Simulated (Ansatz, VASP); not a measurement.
# BP: VASP beside Ansatz

File INCAR:

```
PREC     = Accurate       # precision mode
ENCUT    = 520            # plane-wave cutoff, eV
EDIFF    = 1E-6           # SCF threshold, eV
ISMEAR   = 0              # smearing method
SIGMA    = 0.02           # smearing width, eV
LREAL    = False          # projectors in reciprocal space
LASPH    = True           # aspherical terms in the spheres
NELM     = 100            # most SCF steps
ALGO     = Normal         # electronic algorithm
ISIF     = 2              # what is computed and relaxed
LWAVE    = False          # write WAVECAR
LCHARG   = False          # write CHGCAR
GGA      = CA             # functional
NBANDS   = 11             # bands
```

KPOINTS

```
regular mesh
0
Gamma
  10 10 10
```

POSCAR

```
BP
1.0
    0.0000000000      2.1847293400      2.1847293400
    2.1847293400      0.0000000000      2.1847293400
    2.1847293400      2.1847293400      0.0000000000
B P
1 1
Direct
    0.0000000000      0.0000000000      0.0000000000
    0.7500000000      0.7500000000      0.7500000000
```

Input for Ansatz:

```yaml
crystal:
  lattice:
    - [0.0, 2.18472934, 2.18472934]
    - [2.18472934, 0.0, 2.18472934]
    - [2.18472934, 2.18472934, 0.0]
  atoms:
    - { symbol: B, position: [0.0, 0.0, 0.0] }
    - { symbol: P, position: [0.75, 0.75, 0.75] }
basis:
  ecutwfc: 420
kpoints:
  mp_grid: { grid: [10, 10, 10] }
hamiltonian:
  xc: lda
scf:
  occupations: { method: gaussian, width: 0.02 }
output:
  forces: true
  stress: true
  eigenvalues: true
```

Alike in both runs: task single point; functional LDA; k mesh 10 × 10 × 10; occupations gaussian, width 0.02 eV; no spin polarisation.

```csv
,VASP,Ansatz
version,VASP 6.6.1,Ansatz 0.2.0
potentials or method,"VASP PAW LDA potentials, release 64 (B, P), cutoff 520 eV","scalar-relativistic, plane waves, PAW"
valence electrons in the cell,8,8
```

```tsv
	VASP	Ansatz	Ansatz less VASP
gap on the k mesh at the Fermi level (eV)	1.05	1.05	0.000
least direct gap on the mesh (eV)	3.58	3.58	-0.003
pressure (GPa)	16.6	16.8	+0.18
```

LDA's correlation is that of Perdew and Zunger in VASP and of Perdew and Wang (1992) in Ansatz.
